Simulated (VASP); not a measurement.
Input of a VASP 6.6.1 run:

File INCAR:

```
SYSTEM = KBr
PREC     = Accurate       ! precision mode
ENCUT    = 520            ! plane-wave cutoff, eV
EDIFF    = 1E-7           ! SCF threshold, eV
ISMEAR   = -1             ! smearing method
SIGMA    = 0.02           ! smearing width, eV
LREAL    = .FALSE.        ! projectors in reciprocal space
LASPH    = .TRUE.         ! aspherical terms in the spheres
NELM     = 60             ! most SCF steps
ALGO     = Normal         ! electronic algorithm
ISIF     = 2              ! what is computed and relaxed
LWAVE    = .FALSE.        ! write WAVECAR
LCHARG   = .FALSE.        ! write CHGCAR
GGA      = PE             ! functional
NBANDS   = 15             ! bands
```

KPOINTS

```
regular mesh
0
G
  6 6 6
  0 0 0
```

The input POSCAR:

```
KBr
1.0
    0.0575374689      3.7458367599      3.7458367599
    3.7458367599      0.0575374689      3.7458367599
    3.7458367599      3.7458367599      0.0575374689
K Br
1 1
Direct
    0.0015938620      0.0015938620      0.0015938620
    0.2484061380      0.2484061380      0.2484061380
```

Potentials or basis: VASP PAW PBE potentials, release 64 (K_sv, Br).

Launch:

```console
$ cat potpaw_PBE.64/K_sv/POTCAR potpaw_PBE.64/Br/POTCAR > POTCAR
$ mpirun -np 1 vasp_std > vasp.out
```

(1) What does it give for the pressure?

(2) What does it give for the largest force?

(3) What does it give for the band gap on the k mesh?

Answers

(1) 0.0 GPa.

(2) 0.003 eV/Å.

(3) 4.22 eV, indirect (least direct gap 4.24 eV).

Caveat: the cell differs from its parent crystal (strain along [111] +2.3%).
